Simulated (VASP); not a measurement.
PdPt, 2 atoms in the cell. It takes space group R-3m (No. 166, trigonal). Conventional cell: a = 2.767 Å, b = 2.767 Å, c = 13.681 Å, α = 90.00°, β = 90.00°, γ = 120.00°. Within 3.6 Å of Pd (site symmetry -3m) lie 6 Pd at 2.77 Å and 6 Pt at 2.78 Å. Within 3.6 Å of Pt (site symmetry -3m) lie 6 Pt at 2.77 Å and 6 Pd at 2.78 Å. 

- Program: VASP 6.6.1
- Task: single point
- Functional: LDA
- Potentials or basis: VASP PAW LDA potentials, release 64 (Pd, Pt)
- Cutoff: 500 eV
- k mesh: 12 × 12 × 12
- Occupations: fermi-dirac, width 0.03 eV
- Spin: collinear spin
- Starting moments: [1.6, 1.6] μB
- Fixed moment: 3.2 μB
- Dipole correction: no
- Further INCAR settings: ALGO = Normal; EDIFF = 1e-06; NBANDS = 21

Potentials or basis: VASP PAW LDA potentials, release 64 (Pd, Pt).

Run with:

```console
$ cat potpaw_LDA.64/Pd/POTCAR potpaw_LDA.64/Pt/POTCAR > POTCAR
$ mpirun -np 1 vasp_std > vasp.out
```

Hardware: 1 thread of Oxide Virtual Turin-like Processor, with other jobs on the host.

Task: How long does it take, and how much memory?

Result: It took 7.5 min on 1 thread of Oxide Virtual Turin-like Processor, on a shared host, peak memory 0.29 GiB. Counts: scf iterations 13, k points 189.
